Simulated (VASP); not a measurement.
# TaN (P1) in VASP: single point with PBE

Aim: the single point of TaN with PBE.

Everything below comes from runs of VASP 6.6.1. Logs are shortened: lines on timing, memory, paths and dates and some standing lists are left out, and cuts for length are marked.

**1. The cell of the first run**

The typed cell holds 16 atoms: a = 6.070 Å, b = 5.257 Å, c = 5.967 Å, α = 90.00°, β = 90.00°, γ = 90.00°.

**2. Single point, PBE**

Contents of INCAR:

```
SYSTEM = TaN
PREC     = Accurate       ! precision mode
ENCUT    = 520            ! plane-wave cutoff, eV
EDIFF    = 1E-7           ! SCF threshold, eV
ISMEAR   = -1             ! smearing method
SIGMA    = 0.17           ! smearing width, eV
LREAL    = Auto         
LASPH    = .True.         ! aspherical terms in the spheres
NELM     = 60             ! most SCF steps
ALGO     = Normal         ! electronic algorithm
ISIF     = 2              ! what is computed and relaxed
LWAVE    = .False.        ! write WAVECAR
LCHARG   = .False.        ! write CHGCAR
GGA      = PE             ! functional
NBANDS   = 78             ! bands
```

Contents of KPOINTS:

```
regular mesh
0
Gamma
  2 2 2
  0 0 0
```

Contents of POSCAR:

```
TaN
1.0
   -3.0348440000     -5.2565040000      0.0000000000
    4.5522660000     -2.6282520000      0.0000000000
    0.0000000000      0.0000000000      5.9669410000
Ta N
8 8
Direct
    0.7499109571      0.5181733160      0.2644738736
    0.7497269838      0.5086487561      0.7524793692
    0.5065352870      0.0166632566      0.2421006006
    0.4934283988      0.0081010678      0.7481723047
    0.2618519872      0.5166833248      0.2729204127
    0.2607108922      0.5206015832      0.7653670449
    0.0307483753     -0.0099035244      0.2504968626
    0.0126486527      0.0102776700      0.7582277083
    0.5281427972      0.6750552360      0.0113793651
    0.5073314398      0.6920227807      0.5262160293
    0.2627125403      0.1748121873      0.0042232695
    0.2471320777      0.1378670102      0.5161271077
    0.0163438604      0.6582658102      0.0255742432
   -0.0005264338      0.6706994616      0.4816370733
    0.7517810659      0.1815883029     -0.0065024943
    0.7349421830      0.1678581336      0.5185068865
```

Potentials or basis: VASP PAW PBE potentials, release 64 (Ta_pv, N).

Run with:

```
$ cat potpaw_PBE.64/Ta_pv/POTCAR potpaw_PBE.64/N/POTCAR > POTCAR
$ mpirun -np 1 vasp_std > vasp.out
```

OUTCAR:

```text
SYSTEM = TaN
   PREC = Accurate
   ENCUT = 520
   EDIFF = 1E-7
   ISMEAR = -1
   LREAL = Auto
   LASPH = .True.
   NELM = 60
   ISIF = 2
   GGA = PE

 ion  position               nearest neighbor table
   1  0.750  0.518  0.264-  14 2.15   9 2.18  13 2.28  10 2.33  16 2.39  15 2.40   2 2.91   5 2.96
                             3 3.01   7 3.01   3 3.02   2 3.06   5 3.11   7 3.26
   2  0.750  0.509  0.752-  10 2.22   9 2.23  15 2.24  16 2.27  14 2.37  13 2.43   1 2.91   6 2.97
                             4 3.05   1 3.06   4 3.06   8 3.07   8 3.08   6 3.10
   3  0.507  0.017  0.242-  11 2.21   9 2.27  15 2.27  16 2.30  12 2.36  10 2.41   7 2.89   4 2.95
                             1 3.01   4 3.02   5 3.02   5 3.02   1 3.02   7 3.19
   4  0.493  0.008  0.748-  10 2.13  12 2.15  16 2.18  11 2.25  15 2.33   9 2.36   8 2.92   6 2.93
                             3 2.95   3 3.02   6 3.04   2 3.05   2 3.06   8 3.15
   5  0.262  0.517  0.273-  14 2.18  13 2.23  10 2.31   9 2.40  11 2.41  12 2.47   7 2.86   6 2.94
                             1 2.96   3 3.02   3 3.02   6 3.03   7 3.11   1 3.11
   6  0.261  0.521  0.765-  10 2.26  13 2.27  11 2.31   9 2.33  14 2.45  12 2.50   4 2.93   5 2.94
                             2 2.97   8 2.98   5 3.03   4 3.04   8 3.08   2 3.10
   7  0.031  0.990  0.250-  14 2.18  12 2.20  13 2.20  11 2.25  15 2.50  16 2.58   5 2.86   3 2.89
                             8 2.94   1 3.01   8 3.03   5 3.11   3 3.19   1 3.26
   8  0.013  0.010  0.758-  12 2.14  11 2.28  15 2.30  16 2.36  14 2.43  13 2.44   4 2.92   7 2.94
                             6 2.98   7 3.03   2 3.07   6 3.08   2 3.08   4 3.15
   9  0.528  0.675  0.011-   1 2.18   2 2.23   3 2.27   6 2.33   4 2.36   5 2.40
  10  0.507  0.692  0.526-   4 2.13   2 2.22   6 2.26   5 2.31   1 2.33   3 2.41
  11  0.263  0.175  0.004-   3 2.21   4 2.25   7 2.25   8 2.28   6 2.31   5 2.41
  12  0.247  0.138  0.516-   8 2.14   4 2.15   7 2.20   3 2.36   5 2.47   6 2.50
  13  0.016  0.658  0.026-   7 2.20   5 2.23   6 2.27   1 2.28   2 2.43   8 2.44
  14  0.999  0.671  0.482-   1 2.15   5 2.18   7 2.18   2 2.37   8 2.43   6 2.45
  15  0.752  0.182  0.993-   2 2.24   3 2.27   8 2.30   4 2.33   1 2.40   7 2.50
  16  0.735  0.168  0.519-   4 2.18   2 2.27   3 2.30   8 2.36   1 2.39   7 2.58

  LATTYP: Found a simple orthorhombic cell.
 ALAT       =     5.2565040008
 B/A-ratio  =     1.1351538968
 C/A-ratio  =     1.1547005383

  Lattice vectors:

 A1 = (   4.5522660000,  -2.6282520000,   0.0000000000)
 A2 = (   0.0000000000,   0.0000000000,   5.9669410000)
 A3 = (  -3.0348440000,  -5.2565040000,   0.0000000000)

Analysis of symmetry for initial positions (statically):
=====================================================================
 Subroutine PRICEL returns:
 Original cell was already a primitive cell.

 Routine SETGRP: Setting up the symmetry group for a
 simple orthorhombic supercell.

 Subroutine GETGRP returns: Found  1 space group operations
 (whereof  1 operations were pure point group operations)
 out of a pool of  8 trial point group operations.
[... 140 lines left out ...]
   EFERMI =   0.00;   METHOD = LEGACY
   ISMEAR =    -1;   SIGMA  =   0.17  broadening in eV -4-tet -1-fermi 0-gaus
   EFERMI_NEDOS =   21; number of points for ismear=-14 and -15
   IALGO  =     38    algorithm
   IMIX   =      4    mixing-type and parameters
     AMIX     =   0.40;   BMIX     =  1.00
     AMIX_MAG =   1.60;   BMIX_MAG =  1.00
  volume/ion in A,a.u.               =      11.90        80.30
  Fermi-wavevector in a.u.,A,eV,Ry     =   1.434189  2.710225 27.985806  2.056899
  Thomas-Fermi vector in A             =   2.553625
   LORBIT       =      0    0 simple, 1 ext, 2 COOP (PROOUT), +10 PAW based schemes
   GGA     = PE    functional components
   LHFCALC =     F    Hartree Fock is set to
   AEXX    =    0.0000 exact exchange contribution
   IVDW    =     0    specifies the selected vdW correction
   LEPSILON=     F    determine dielectric tensor
   LRPA    =     F    only Hartree local field effects (RPA)
 non-spin polarized calculation
  energy-cutoff  :      520.00
  volume of cell :      190.38
 maximum number of plane-waves:      5156
 NGX is ok and might be reduce to    48
   NGX = 23   NGY = 19   NGZ = 23

 number of electron     128.0000001 magnetization

 Free energy of the ion-electron system (eV)
  ---------------------------------------------------
  ext. energy  EPLUGINS =         0.00000000
  ---------------------------------------------------
  free energy    TOTEN  =      -176.24547407 eV

  energy without entropy =     -176.04414106  energy(sigma->0) =     -176.14480757

 E-fermi :   7.3289     XC(G=0): -12.7904

 val. band max:        7.2744871055   @ k =   0.0000   0.0000   0.0000
 cond. band min:       7.7533677300   @ k =   0.0000   0.0000   0.5000
 fundamental gap:      0.4788806245
 Fermi energy:         7.3289174570

 k-point     1 :       0.0000    0.0000    0.0000
  band No.  band energies     occupation
      1     -28.5125      2.00000
      2     -28.3967      2.00000
      3     -28.3556      2.00000
      4     -28.3389      2.00000
      5     -28.3173      2.00000
      6     -28.3022      2.00000
[... 621 lines left out ...]
     75      10.0314      0.00000
     76      10.2523      0.00000
 [bands above 76 left out]

------------------------ aborting loop because EDIFF is reached ----------------------------------------

  FORCE on cell =-STRESS in cart. coord.  units (eV):
  Direction    XX          YY          ZZ          XY          YZ          ZX
  --------------------------------------------------------------------------------------
  -------------------------------------------------------------------------------------
  Total      -20.3837767    -21.6715017    -22.4440245      0.3137211      0.0133541      0.2701263
  in kB     -171.5458138   -182.3830515   -188.8844497      2.6402148      0.1123851      2.2733294
  external PRESSURE =    -180.9377717 kB  Pullay stress =       0.0000000 kB

 VOLUME and BASIS-vectors are now :
 -----------------------------------------------------------------------------
  energy-cutoff  :      520.00
  volume of cell :      190.38
      direct lattice vectors                 reciprocal lattice vectors
    -3.034844000 -5.256504000  0.000000000    -0.082376557 -0.142680382  0.000000000
     4.552266000 -2.628252000  0.000000000     0.164753114 -0.095120255  0.000000000
     0.000000000  0.000000000  5.966941000     0.000000000  0.000000000  0.167590060

 POSITION                                       TOTAL-FORCE (eV/Angst)
 -----------------------------------------------------------------------------------
      0.08300     -5.30380      1.57810        -1.670040     -0.220203     -1.140003
      0.04020     -5.27780      4.49000        -0.864743     -0.498555      0.936486
     -1.46140     -2.70640      1.44460        -0.779525     -0.761640      1.579315
     -1.46060     -2.61500      4.46430        -0.444684     -2.171503      1.415061
      1.55740     -2.73440      1.62850        -1.004736      0.923434     -1.602379
      1.57870     -2.73870      4.56690        -0.740545      1.348370     -0.045199
[... 8 lines left out ...]
     -1.45490     -4.42900      5.92814        -0.306108     -0.095127      0.605597
     -1.46630     -4.30440      3.09390         0.243246     -1.214562     -0.828492
 -----------------------------------------------------------------------------------
    total drift:                                0.003065     -0.002294      0.002421

  FREE ENERGIE OF THE ION-ELECTRON SYSTEM (eV)
  ---------------------------------------------------
  free  energy   TOTEN  =      -176.2454740743 eV

  energy  without entropy=     -176.0441410618  energy(sigma->0) =     -176.14480757
```

stdout:

```text
POSCAR found type information on POSCAR TaN
 POSCAR found :  2 types and      16 ions
 scaLAPACK will be used
 LDA part: xc-table for (Slater+PW92), standard interpolation
 POSCAR, INCAR and KPOINTS ok, starting setup
 FFT: planning ... GRIDC
 FFT: planning ... GRID_SOFT
 FFT: planning ... GRID
 WAVECAR not read
 entering main loop
```

Wall time 4.3 min (1 thread of Intel Xeon Platinum 8375C at 2.90GHz (Ice Lake), shared host); peak memory 0.33 GiB.

What came out:

| Property | Result |
| --- | --- |
| Free energy | -176.2455 eV |
| Pressure | -18.1 GPa |
| Largest force | 2.999 eV/Å |

Forces on the atoms (eV/Å):
```
Ta  -1.670 -0.220 -1.140
Ta  -0.865 -0.499  0.936
Ta  -0.780 -0.762  1.579
Ta  -0.445 -2.172  1.415
Ta  -1.005  0.923 -1.602
Ta  -0.741  1.348 -0.045
Ta   2.623  1.406  0.370
Ta   0.692  1.454 -0.020
N    1.025  0.951 -0.360
N   -0.988  0.924 -1.257
N    0.086  0.205  0.152
N    1.450 -1.357 -1.022
N    0.801 -0.384 -0.900
N   -0.121 -0.508  2.117
N   -0.306 -0.095  0.606
N    0.243 -1.215 -0.828
```

Levels at points of the mesh, in eV from the Fermi level:
```
           k point  band 60  band 61  band 62  band 63  band 64  band 65  band 66  band 67  band 68  band 69
(0.00, 0.00, 0.00)    -1.23    -1.05    -0.91    -0.45    -0.17    -0.05     0.58     0.88     1.30     1.52
(0.50, 0.00, 0.00)    -1.37    -0.77    -0.61    -0.51    -0.28     0.71     0.86     1.01     1.23     1.41
(0.00, 0.50, 0.00)    -2.56    -1.70    -1.39    -0.67    -0.58     1.39     1.66     1.76     1.89     2.00
(0.50, 0.50, 0.00)    -2.04    -1.97    -1.61    -1.39    -1.35     0.91     0.99     1.35     1.73     1.96
(0.00, 0.00, 0.50)    -1.23    -1.07    -0.91    -0.49    -0.44     0.42     0.54     0.75     0.84     1.42
(0.50, 0.00, 0.50)    -1.37    -0.85    -0.77    -0.68    -0.60     0.61     0.73     0.97     1.01     1.67
(0.00, 0.50, 0.50)    -1.57    -1.46    -1.40    -1.32    -1.30     1.13     1.24     1.30     1.46     1.67
(0.50, 0.50, 0.50)    -1.55    -1.44    -1.31    -1.23    -1.13     0.95     1.09     1.29     1.50     1.65
```

Caveat: the k points lie up to 0.60 Å⁻¹ apart; spin-orbit coupling is left out, which moves the levels of the heavy elements; forces of over 1 eV/Å act on the atoms, so gaps and moduli don't describe the material at rest.
